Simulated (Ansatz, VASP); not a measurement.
## TiTe2: VASP beside Ansatz

File INCAR:

```
PREC = Accurate
ENCUT = 520
EDIFF = 1E-8
ISMEAR = -1
SIGMA = 0.03
LREAL = False
LASPH = True
NELM = 100
ALGO = Normal
ISIF = 2
LWAVE = False
LCHARG = False
GGA = PS
LEFG = True
NBANDS = 19
```

The input KPOINTS:

```
Automatic mesh
0
Gamma
  13 13 7
```

File POSCAR:

```
TiTe2
1.0
    3.7895491555      0.0000000000      0.0000000000
   -1.8947745777      3.2818458376      0.0000000000
    0.0000000000      0.0000000000      6.5195881985
Ti Te
1 2
Direct
    0.0000000000      0.0000000000      0.0000000000
    0.6666666667      0.3333333333      0.2628000000
    0.3333333333      0.6666666667      0.7372000000
```

Input for Ansatz:

```yaml
crystal:
  lattice:
    - [3.7895491555, 0.0, 0.0]
    - [-1.8947745777, 3.2818458376, 0.0]
    - [0.0, 0.0, 6.5195881985]
  atoms:
    - { symbol: Ti, position: [0.0, 0.0, 0.0] }
    - { symbol: Te, position: [0.6666666667, 0.3333333333, 0.2628] }
    - { symbol: Te, position: [0.3333333333, 0.6666666667, 0.7372] }
kpoints:
  mp_grid: { grid: [13, 13, 7] }
scf:
  occupations: { method: fermi_dirac, width: 0.03 }
hamiltonian:
  xc: pbesol
  pseudopotentials: { kind: all_electron, datasets: crystal }
output:
  forces: true
  stress: true
  eigenvalues: true
  efg: { contact_densities: true }
```

Change from the starting cell: volume scaled by 1.01, crystal datasets.

Alike in both runs: task electric field gradients; functional PBEsol; k mesh 13 × 13 × 7; occupations fermi-dirac, width 0.03 eV; no spin polarisation.

|  | VASP | Ansatz |
| --- | --- | --- |
| version | VASP 6.6.1 | Ansatz 0.2.0 |
| potentials or method | VASP PAW PBE potentials, release 64 (Ti_sv, Te), cutoff 520 eV | all-electron PAW with datasets made for the crystal, scalar-relativistic |

```tsv
	VASP	Ansatz	Ansatz less VASP
pressure (GPa)	-2.8	-2.8	-0.05
traceless stress, the component that is largest in VASP (GPa)	0.66	0.64	-0.012
rms of the force components (eV/Å)	0.081	0.090	+0.0092
size of Vzz on the site where it differs most (V/Å²)	60.7	64.6	+3.90
```

VASP's potentials were made for PBE, not for PBEsol. Atom by atom the forces differ by 0.009 eV/Å (rms over components). Ansatz ran all-electron here, and VASP with PAW potentials.

Neither program's run includes spin-orbit coupling.
